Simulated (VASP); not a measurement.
The system is Mo.

```
CELL_PARAMETERS angstrom
-1.58381 1.58381 1.58381
1.58381 -1.58381 1.58381
1.58381 1.58381 -1.58381
ATOMIC_POSITIONS crystal
Mo 0.00000 0.00000 0.00000
```

| Quantity | Value |
| --- | --- |
| Program | VASP 6.6.1 |
| Task | relaxation of cell and atoms |
| Functional | RPBE |
| Dispersion | D3(BJ) |
| Potentials or basis | VASP PAW PBE potentials, release 64 (Mo_sv) |
| Cutoff | 600 eV |
| k mesh | 12 × 12 × 12 |
| Occupations | fermi-dirac, width 0.05 eV |
| Spin | no spin polarisation |

At the start: pressure -43.6 GPa; volume 15.89 Å³/atom.

Question: Where does the relaxation end?

Answer: Over 16 steps the energy falls by 349.8 meV/atom and the volume is 13.63 Å³/atom (-14.2 %); space group Im-3m (No. 229, to 0.05 Å).

Step by step:
```
step  energy change (eV)  largest force (eV/Å)  pressure (GPa)  volume (Å³)
   1              0.0000                0.0000          -43.61        15.89
   2              6.2306                0.0000          555.67         7.87
   3             -0.3259                0.0000          -13.80        14.17
   4             -0.3458                0.0000           -5.87        13.85
   5             -0.3498                0.0000            0.13        13.63
   6             -0.3497                0.0000           -1.08        13.67
   7             -0.3497                0.0000           -0.98        13.67
   8             -0.3497                0.0000           -0.71        13.66
   9             -0.3497                0.0000           -0.72        13.66
  10             -0.3497                0.0000           -0.70        13.66
  11             -0.3498                0.0000           -0.68        13.66
  12             -0.3498                0.0000           -0.61        13.65
  13             -0.3498                0.0000           -0.50        13.65
  14             -0.3498                0.0000           -0.27        13.64
  15             -0.3498                0.0000            0.18        13.63
  16             -0.3498                0.0000            0.00        13.63
```

Final structure:
```
Mo
1.0
    -1.50485    1.50485    1.50485
     1.50485   -1.50485    1.50485
     1.50485    1.50485   -1.50485
Mo
1
Direct
  0.00000 0.00000 0.00000
```

Caveat: the PAW data sets were made with another functional, which shifts forces and pressure a little; pairwise dispersion overbinds metals, which lowers pressure and volume.
